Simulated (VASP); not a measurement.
# LiC18 in VASP: further runs

The runs below take LiC18 through single point, with PBEsol.

All numbers are computed with VASP 6.6.1; they aren't measurements. Logs are shortened: lines on timing, memory, paths and dates and some standing lists are left out, and cuts for length are marked.

## Step 1: The cell of the first run

The cell holds a slab with vacuum, 19 atoms: a = 7.398 Å, b = 7.398 Å, c = 13.000 Å, α = 90.00°, β = 90.00°, γ = 120.00°.

## Step 2: Single point, PBEsol, collinear spin, ferromagnetic start

The input, INCAR:

```
PREC = Accurate
ENCUT = 520
EDIFF = 1E-6
ISMEAR = 0
SIGMA = 0.02
LREAL = Auto
LASPH = True
NELM = 150
ALGO = Normal
ISIF = 2
LWAVE = False
LCHARG = False
ISPIN = 2
MAGMOM = 0 0 0 0 0 0 0 0 0 0 0 0 0 0 0 0 0 0 1
LORBIT = 11
GGA = PS
NBANDS = 56
```

The input, KPOINTS:

```
Automatic mesh
0
Gamma
  2 2 1
```

The input, POSCAR:

```
LiC18
1.0
    7.3980000000      0.0000000000      0.0000000000
   -3.6990000000      6.4068560000      0.0000000000
    0.0000000000      0.0000000000     13.0000000000
C Li
18 1
Direct
   -0.0063959176     -0.0025266523      0.0787581150
    0.2153415292      0.1076021083      0.0786570266
   -0.0063958850      0.3293468541      0.0787571525
    0.2153415067      0.4409555800      0.0786570842
   -0.0057777092      0.6637193178      0.0777911674
    0.2163101048      0.7747631369      0.0787772710
    0.3264425752     -0.0034978064      0.0786734277
    0.5481821708      0.1066298270      0.0786880790
    0.3254642416      0.3293402373      0.0786294037
    0.5475463572      0.4403812018      0.0775402745
    0.3264426507      0.6631566218      0.0786738953
    0.5481822595      0.7747684273      0.0786897399
    0.6597926952     -0.0034956239      0.0786728208
    0.8819967853      0.1076064613      0.0786866200
    0.6592223623      0.3287224830      0.0776117372
    0.8825592504      0.4403957230      0.0777348022
    0.6592226107      0.6637158575      0.0776140519
    0.8825594767      0.7753797952      0.0777368098
    0.7697902354      0.5514938503      0.2050355214
```

Potentials or basis: VASP PAW PBE potentials, release 64 (C, Li_sv).

Command:

```bash
> cat potpaw_PBE.64/C/POTCAR potpaw_PBE.64/Li_sv/POTCAR > POTCAR
> mpirun -np 1 vasp_std > vasp.out
```

OUTCAR:

```text
PREC = Accurate
   ENCUT = 520
   EDIFF = 1E-6
   ISMEAR = 0
   LREAL = Auto
   LASPH = True
   NELM = 150
   ISIF = 2
   ISPIN = 2
   LORBIT = 11
   GGA = PS

 ion  position               nearest neighbor table
   1  0.994  0.997  0.079-   2 1.42  14 1.42  18 1.42
   2  0.215  0.108  0.079-   1 1.42   9 1.42   7 1.42
   3  0.994  0.329  0.079-   4 1.42  14 1.42  16 1.42
   4  0.215  0.441  0.079-   3 1.42   9 1.42  11 1.42
   5  0.994  0.664  0.078-   6 1.42  18 1.43  16 1.43  19 2.19
   6  0.216  0.775  0.079-   7 1.42  11 1.42   5 1.42
   7  0.326  0.997  0.079-   6 1.42   8 1.42   2 1.42
   8  0.548  0.107  0.079-  13 1.42   7 1.42  15 1.42
   9  0.325  0.329  0.079-   4 1.42   2 1.42  10 1.42
  10  0.548  0.440  0.078-   9 1.42  17 1.43  15 1.43  19 2.19
  11  0.326  0.663  0.079-   6 1.42  12 1.42   4 1.42
  12  0.548  0.775  0.079-  13 1.42  11 1.42  17 1.42
  13  0.660  0.997  0.079-  12 1.42   8 1.42  14 1.42
  14  0.882  0.108  0.079-   3 1.42   1 1.42  13 1.42
  15  0.659  0.329  0.078-   8 1.42  10 1.43  16 1.43  19 2.19
  16  0.883  0.440  0.078-   3 1.42   5 1.43  15 1.43  19 2.19
  17  0.659  0.664  0.078-  12 1.42  10 1.43  18 1.43  19 2.19
  18  0.883  0.775  0.078-   1 1.42   5 1.43  17 1.43  19 2.19
  19  0.770  0.551  0.205-  10 2.19  15 2.19  17 2.19  16 2.19  18 2.19   5 2.19

  LATTYP: Found a hexagonal cell.
 ALAT       =     7.3980000000
 C/A-ratio  =     1.7572316842

  Lattice vectors:

 A1 = (   7.3980000000,   0.0000000000,   0.0000000000)
 A2 = (  -3.6990000000,   6.4068560000,   0.0000000000)
 A3 = (   0.0000000000,   0.0000000000,  13.0000000000)

Analysis of symmetry for initial positions (statically):
=====================================================================
 Subroutine PRICEL returns:
 Original cell was already a primitive cell.

 Routine SETGRP: Setting up the symmetry group for a
 hexagonal supercell.

 Subroutine GETGRP returns: Found  1 space group operations
 (whereof  1 operations were pure point group operations)
 out of a pool of 24 trial point group operations.

The static configuration has the point symmetry C_1 .

Analysis of symmetry for dynamics (positions and initial velocities):
=====================================================================
 Subroutine PRICEL returns:
 Original cell was already a primitive cell.

 Routine SETGRP: Setting up the symmetry group for a
 hexagonal supercell.

 Subroutine GETGRP returns: Found  1 space group operations
 (whereof  1 operations were pure point group operations)
 out of a pool of 24 trial point group operations.

The dynamic configuration has the point symmetry C_1 .

Analysis of structural, dynamic, and magnetic symmetry:
=====================================================================
 Subroutine PRICEL returns:
 Original cell was already a primitive cell.

 Routine SETGRP: Setting up the symmetry group for a
 hexagonal supercell.

 Subroutine GETGRP returns: Found  1 space group operations
 (whereof  1 operations were pure point group operations)
 out of a pool of 24 trial point group operations.

The overall configuration has the point symmetry C_1 .

 Subroutine INISYM returns: Found  1 space group operations
 (whereof  1 operations are pure point group operations),
 and found     1 'primitive' translations

----------------------------------------------------------------------------------------

                                     Primitive cell

  volume of cell :     616.1730

  direct lattice vectors                    reciprocal lattice vectors
     7.398000000  0.000000000  0.000000000     0.135171668  0.078041398  0.000000000
    -3.699000000  6.406856000  0.000000000     0.000000000  0.156082796  0.000000000
     0.000000000  0.000000000 13.000000000     0.000000000  0.000000000  0.076923077

  length of vectors
     7.398000000  7.398000054 13.000000000     0.156082797  0.156082796  0.076923077
[... 76 lines left out ...]
   k-points           NKPTS =      4   k-points in BZ     NKDIM =      4   number of bands    NBANDS=     56
   number of dos      NEDOS =    301   number of ions     NIONS =     19
   total plane-waves  NPLWV = 307328
   dimension x,y,z NGX =    56 NGY =   56 NGZ =   98
   dimension x,y,z NGXF=   112 NGYF=  112 NGZF=  196
   ions per type =              18   1
   NGX,Y,Z   is equivalent  to a cutoff of  12.58, 12.58, 12.53 a.u.
   NGXF,Y,Z  is equivalent  to a cutoff of  25.17, 25.17, 25.06 a.u.
 SYSTEM =  unknown system
   PREC   = accura    normal or accurate (medium, high low for compatibility)
   ISTART =      0    job   : 0-new  1-cont  2-samecut
   ICHARG =      2    charge: 1-file 2-atom 10-const
   ISPIN  =      2    spin polarized calculation?
   LNONCOLLINEAR =      F non collinear calculations
   LSORBIT =      F    spin-orbit coupling
   LASPH  =      T    aspherical Exc in radial PAW
   ENCUT  =  520.0 eV  38.22 Ry    6.18 a.u.  13.76 13.76 24.17*2*pi/ulx,y,z
   NELM   =    150;   NELMIN=  2; NELMDL= -5     # of ELM steps
   EDIFF  = 0.1E-05   stopping-criterion for ELM
   LREAL  =      T    real-space projection
   EDIFFG = 0.1E-04   stopping-criterion for IOM
   NSW    =      0    number of steps for IOM
   IBRION =     -1    ionic relax: 0-MD 1-quasi-New 2-CG
   NFREE  =      0    steps in history (QN), initial steepest desc. (CG)
   ISIF   =      2    stress and relaxation
   ISYM   =      2    0-nonsym 1-usesym 2-fastsym
   POTIM  = 0.5000    time-step for ionic-motion
   TEBEG  =    0.0;   TEEND  =   0.0 temperature during run
   PSTRESS=    0.0 pullay stress
   NELECT =      75.0000    total number of electrons
   NUPDOWN=      -1.0000    fix difference up-down
   EMIN   =  10.00;   EMAX   =-10.00  energy-range for DOS
   EFERMI =   0.00;   METHOD = LEGACY
   ISMEAR =     0;   SIGMA  =   0.02  broadening in eV -4-tet -1-fermi 0-gaus
   EFERMI_NEDOS =   21; number of points for ismear=-14 and -15
   IALGO  =     38    algorithm
   IMIX   =      4    mixing-type and parameters
     AMIX     =   0.40;   BMIX     =  1.00
     AMIX_MAG =   1.60;   BMIX_MAG =  1.00
  volume/ion in A,a.u.               =      32.43       218.85
  Fermi-wavevector in a.u.,A,eV,Ry     =   0.811324  1.533180  8.955991  0.658247
  Thomas-Fermi vector in A             =   1.920663
   LORBIT       =     11    0 simple, 1 ext, 2 COOP (PROOUT), +10 PAW based schemes
   GGA     = PS    functional components
   LHFCALC =     F    Hartree Fock is set to
   AEXX    =    0.0000 exact exchange contribution
   IVDW    =     0    specifies the selected vdW correction
   LEPSILON=     F    determine dielectric tensor
   LRPA    =     F    only Hartree local field effects (RPA)
 spin polarized calculation
 Gauss-broadening in eV      SIGMA  =   0.02
  energy-cutoff  :      520.00
  volume of cell :      616.17
 maximum number of plane-waves:     16651
 NGX is ok and might be reduce to    56
   NGX = 27   NGY = 27   NGZ = 49

 number of electron      74.9999997 magnetization      -0.0000004

 number of electron      74.9999997 magnetization       0.0000057

 Free energy of the ion-electron system (eV)
  ---------------------------------------------------
  ext. energy  EPLUGINS =         0.00000000
  ---------------------------------------------------
  free energy    TOTEN  =      -175.42115755 eV

  energy without entropy =     -175.42115755  energy(sigma->0) =     -175.42115755

 E-fermi :  -1.0726     XC(G=0):  -3.3986

 val. band max:       -1.1721291942   @ k =   0.0000   0.0000   0.0000
 cond. band min:       0.3996502796   @ k =   0.5000   0.5000   0.0000
 fundamental gap:      1.5717794737
 Fermi energy:        -1.0726044965

 spin component 1

 k-point     1 :       0.0000    0.0000    0.0000
  band No.  band energies     occupation
      1     -48.6839      1.00000
      2     -20.6074      1.00000
      3     -18.1881      1.00000
      4     -18.0705      1.00000
      5     -18.0701      1.00000
      6     -17.8915      1.00000
[... 197 lines left out ...]
     48       3.6806      0.00000
     49       3.8297      0.00000
 Fermi energy:        -1.0726044965

 spin component 2

 k-point     1 :       0.0000    0.0000    0.0000
  band No.  band energies     occupation
      1     -48.6839      1.00000
      2     -20.6074      1.00000
      3     -18.1881      1.00000
      4     -18.0705      1.00000
      5     -18.0701      1.00000
      6     -17.8915      1.00000
[... 197 lines left out ...]
     48       3.6752      0.00000
     49       3.8233      0.00000
 [bands above 49 left out]

------------------------ aborting loop because EDIFF is reached ----------------------------------------

  FORCE on cell =-STRESS in cart. coord.  units (eV):
  Direction    XX          YY          ZZ          XY          YZ          ZX
  --------------------------------------------------------------------------------------
  -------------------------------------------------------------------------------------
  Total        2.1891225      2.2002153     -0.1438369      0.0052112      0.0135216      0.0123031
  in kB        5.6921719      5.7210153     -0.3740057      0.0135501      0.0351589      0.0319906
  external PRESSURE =       3.6797272 kB  Pullay stress =       0.0000000 kB

 VOLUME and BASIS-vectors are now :
 -----------------------------------------------------------------------------
  energy-cutoff  :      520.00
  volume of cell :      616.17
      direct lattice vectors                 reciprocal lattice vectors
     7.398000000  0.000000000  0.000000000     0.135171668  0.078041398  0.000000000
    -3.699000000  6.406856000  0.000000000     0.000000000  0.156082796  0.000000000
     0.000000000  0.000000000 13.000000000     0.000000000  0.000000000  0.076923077

 POSITION                                       TOTAL-FORCE (eV/Angst)
 -----------------------------------------------------------------------------------
      3.66103      6.39067      1.02386         0.001499     -0.000796      0.000442
      1.19508      0.68939      1.02254        -0.001171     -0.003716     -0.001942
      6.13243      2.11008      1.02384        -0.009368      0.007924     -0.003126
     -0.03800      2.82514      1.02254        -0.003981     -0.001319      0.003903
      4.90016      4.25235      1.01129         0.000952     -0.004481     -0.007629
     -1.26559      4.96380      1.02410        -0.004434     -0.007581      0.000848
[... 11 lines left out ...]
      3.66105      4.96775      1.01058         0.002380      0.005159     -0.007488
      3.65493      3.53334      2.66546         0.005632      0.006841      0.033791
 -----------------------------------------------------------------------------------
    total drift:                                0.003317     -0.002474     -0.038958

  FREE ENERGIE OF THE ION-ELECTRON SYSTEM (eV)
  ---------------------------------------------------
  free  energy   TOTEN  =      -175.4211575544 eV

  energy  without entropy=     -175.4211575544  energy(sigma->0) =     -175.42115755

 total charge

# of ion       s       p       d       tot
------------------------------------------
    1        0.856   1.795   0.000   2.651
    2        0.856   1.792   0.000   2.649
    3        0.856   1.795   0.000   2.651
    4        0.857   1.792   0.000   2.649
    5        0.854   1.794   0.000   2.648
    6        0.856   1.795   0.000   2.651
[... 11 lines left out ...]
   18        0.854   1.794   0.000   2.648
   19        2.010   0.064   0.000   2.074
--------------------------------------------------
tot         17.406  32.355   0.000  49.761

 magnetization (x)

# of ion       s       p       d       tot
------------------------------------------
    1        0.000  -0.000   0.000   0.000
    2       -0.000  -0.000   0.000  -0.000
    3        0.000   0.000   0.000   0.000
    4       -0.000  -0.000   0.000  -0.000
    5       -0.000  -0.000   0.000  -0.000
    6        0.000   0.000   0.000   0.000
[... 11 lines left out ...]
   18       -0.000  -0.000   0.000  -0.000
   19        0.000   0.000   0.000   0.000
--------------------------------------------------
tot          0.000  -0.000   0.000  -0.000
```

Wall time 9.4 min (1 thread of Intel Xeon Platinum 8259CL at 2.50GHz (Skylake/Cascade Lake), shared host); peak memory 0.91 GiB.

Results:

| Property | Result |
| --- | --- |
| Free energy | -175.4212 eV |
| Largest force | 0.035 eV/Å |
| Net moment | 0.00 μB per cell |
| Valence electrons inside the program's atomic spheres | C 2.65; Li 2.07 |

Forces in eV/Å, atoms in the order of the input:
```
C    0.001 -0.001  0.000
C   -0.001 -0.004 -0.002
C   -0.009  0.008 -0.003
C   -0.004 -0.001  0.004
C    0.001 -0.004 -0.008
C   -0.004 -0.008  0.001
C   -0.006  0.002  0.000
C    0.001  0.003 -0.002
C   -0.001 -0.003  0.002
C   -0.001 -0.002 -0.006
C   -0.004 -0.004  0.001
C    0.001  0.000  0.001
C    0.007  0.006 -0.003
C   -0.001 -0.002  0.003
C    0.006  0.000 -0.005
C    0.006 -0.005 -0.004
C    0.002  0.003 -0.005
C    0.002  0.005 -0.007
Li   0.006  0.007  0.034
```

Caveat: the k points lie up to 0.49 Å⁻¹ apart; the cutoff is under 1.25 times the usual one of these potentials, so pressure, stress and relaxed cells hold a basis-set (Pulay) error; the PAW data sets were made with another functional, which shifts forces and pressure a little.

## Step 3: Single point, PBEsol, collinear spin, zero start

The input, INCAR:

```
PREC = Accurate ; ENCUT = 520
EDIFF = 1E-6 ; ISMEAR = 0
SIGMA = 0.02 ; LREAL = Auto
LASPH = True ; NELM = 150
ALGO = Normal ; ISIF = 2
LWAVE = False ; LCHARG = False
ISPIN = 2 ; MAGMOM = 0 0 0 0 0 0 0 0 0 0 0 0 0 0 0 0 0 0 0
LORBIT = 11 ; GGA = PS
NBANDS = 56
```

The input, KPOINTS:

```
regular mesh
0
Gamma
  2 2 1
```

The input, POSCAR:

```
LiC18
1.0
    7.3980000000      0.0000000000      0.0000000000
   -3.6990000000      6.4068560000      0.0000000000
    0.0000000000      0.0000000000     13.0000000000
C Li
18 1
Direct
   -0.0063959376     -0.0025266683      0.0787580769
    0.2153414538      0.1076020750      0.0786570000
   -0.0063959057      0.3293468747      0.0787571538
    0.2153415445      0.4409555951      0.0786570769
   -0.0057776828      0.6637193032      0.0777911538
    0.2163100742      0.7747631600      0.0787773077
    0.3264426305     -0.0034978155      0.0786734615
    0.5481821791      0.1066298353      0.0786880769
    0.3254642151      0.3293401631      0.0786293846
    0.5475463770      0.4403812104      0.0775403077
    0.3264426000      0.6631566247      0.0786739231
    0.5481822869      0.7747684668      0.0786897692
    0.6597927363     -0.0034956303      0.0786728462
    0.8819967885      0.1076064453      0.0786866154
    0.6592224504      0.3287225435      0.0776117692
    0.8825593121      0.4403957261      0.0777347692
    0.6592226278      0.6637158694      0.0776140769
    0.8825594809      0.7753798431      0.0777368462
    0.7697902048      0.5514938997      0.2050355385
```

Potentials or basis: VASP PAW PBE potentials, release 64 (C, Li_sv).

Command:

```bash
> cat potpaw_PBE.64/C/POTCAR potpaw_PBE.64/Li_sv/POTCAR > POTCAR
> mpirun -np 1 vasp_std > vasp.out
```

Wall time 7.8 min (1 thread of Intel Xeon 6975P-C (Granite Rapids), shared host); peak memory 0.9 GiB.

The run converged. Its results:

```yaml
Free_energy: -175.4212 eV
Largest_force: 0.035 eV/Å
Net_moment: 0.00 μB per cell
Valence_electrons_inside_the_program's_atomic_spheres: C 2.65; Li 2.07
```

Forces on the atoms (eV/Å):
```
C    0.001 -0.001  0.000
C   -0.001 -0.004 -0.002
C   -0.009  0.008 -0.003
C   -0.004 -0.001  0.004
C    0.001 -0.004 -0.008
C   -0.004 -0.008  0.001
C   -0.006  0.002  0.000
C    0.001  0.003 -0.002
C   -0.001 -0.003  0.002
C   -0.001 -0.002 -0.006
C   -0.004 -0.004  0.001
C    0.001  0.000  0.001
C    0.007  0.006 -0.003
C   -0.001 -0.002  0.003
C    0.006  0.000 -0.005
C    0.006 -0.005 -0.004
C    0.002  0.003 -0.005
C    0.002  0.005 -0.007
Li   0.006  0.007  0.034
```

Levels at points of the mesh, in eV from the Fermi level:
Spin up:
```
           k point  band 34  band 35  band 36  band 37  band 38  band 39  band 40  band 41
(0.00, 0.00, 0.00)    -2.98    -2.98    -0.24    -0.24    -0.11    -0.11     1.66     3.52
(0.50, 0.00, 0.00)    -2.93    -2.73    -2.71    -2.43     1.46     2.07     2.32     2.33
(0.00, 0.50, 0.00)    -2.93    -2.73    -2.71    -2.43     1.46     2.07     2.32     2.33
(0.50, 0.50, 0.00)    -2.93    -2.73    -2.71    -2.43     1.46     2.07     2.32     2.33
```
Spin down:
| k point | band 35 | band 36 | band 37 | band 38 | band 39 | band 40 |
| --- | --- | --- | --- | --- | --- | --- |
| (0.00, 0.00, 0.00) | -2.98 | -0.24 | -0.24 | -0.11 | -0.11 | 1.66 |
| (0.50, 0.00, 0.00) | -2.73 | -2.71 | -2.43 | 1.46 | 2.07 | 2.32 |
| (0.00, 0.50, 0.00) | -2.73 | -2.71 | -2.43 | 1.46 | 2.07 | 2.32 |
| (0.50, 0.50, 0.00) | -2.73 | -2.71 | -2.43 | 1.46 | 2.07 | 2.32 |

Caveat: the k points lie up to 0.49 Å⁻¹ apart; the cutoff is under 1.25 times the usual one of these potentials, so pressure, stress and relaxed cells hold a basis-set (Pulay) error; the PAW data sets were made with another functional, which shifts forces and pressure a little.
